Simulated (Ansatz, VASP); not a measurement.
# W in VASP and in Ansatz

File INCAR:

```
SYSTEM = W
PREC = Accurate
ENCUT = 520
EDIFF = 1E-6
ISMEAR = 0
SIGMA = 0.1
LREAL = .False.
LASPH = .True.
NELM = 100
ALGO = Normal
ISIF = 2
LWAVE = .False.
LCHARG = .False.
GGA = PE
NBANDS = 21
```

File KPOINTS:

```
Automatic mesh
0
Gamma
  9 9 4
  0 0 0
```

Contents of POSCAR:

```
W
1.0
    2.9424359299      0.0000000000      0.0000000000
   -1.4712179650      2.5482242643      0.0000000000
    0.0000000000      0.0000000000      5.2412000464
W
2
Direct
    0.6666666700      0.3333333300      0.7500000000
    0.3333333300      0.6666666700      0.2500000000
```

Input for Ansatz:

```yaml
crystal:
  lattice:
    - [2.9424359299, 0.0, 0.0]
    - [-1.471217965, 2.5482242643, 0.0]
    - [0.0, 0.0, 5.2412000464]
  atoms:
    - { symbol: W, position: [0.66666667, 0.33333333, 0.75] }
    - { symbol: W, position: [0.33333333, 0.66666667, 0.25] }
basis:
  ecutwfc: 420
kpoints:
  mp_grid: { grid: [9, 9, 4] }
hamiltonian:
  xc: pbe
scf:
  occupations: { method: gaussian, width: 0.1 }
output:
  forces: true
  stress: true
  eigenvalues: true
```

Alike in both runs: task single point; functional PBE; k mesh 9 × 9 × 4; occupations gaussian, width 0.1 eV; no spin polarisation.

```csv
,VASP,Ansatz
version,VASP 6.6.1,Ansatz 0.2.0
potentials or method,"VASP PAW PBE potentials, release 64 (W_sv), cutoff 520 eV","scalar-relativistic, plane waves, PAW"
valence electrons in the cell,28,28
```

VASP gave:

- gap on the k mesh at the Fermi level (eV): none
- pressure (GPa): -33.8
- traceless stress, the component that is largest in VASP (GPa): 4.75

**Question.** Estimate Ansatz's values.

**Answer.** gap on the k mesh at the Fermi level (eV): none; pressure (GPa): -33.8; traceless stress, the component that is largest in VASP (GPa): 4.80.

A gap of «none» marks a metal or a gap that the smearing closes. Both programs put the cell under strong tension, so it lies far from rest at this level.

Spin-orbit coupling is off throughout. Noted on VASP's run: the cell as given lies far from equilibrium.
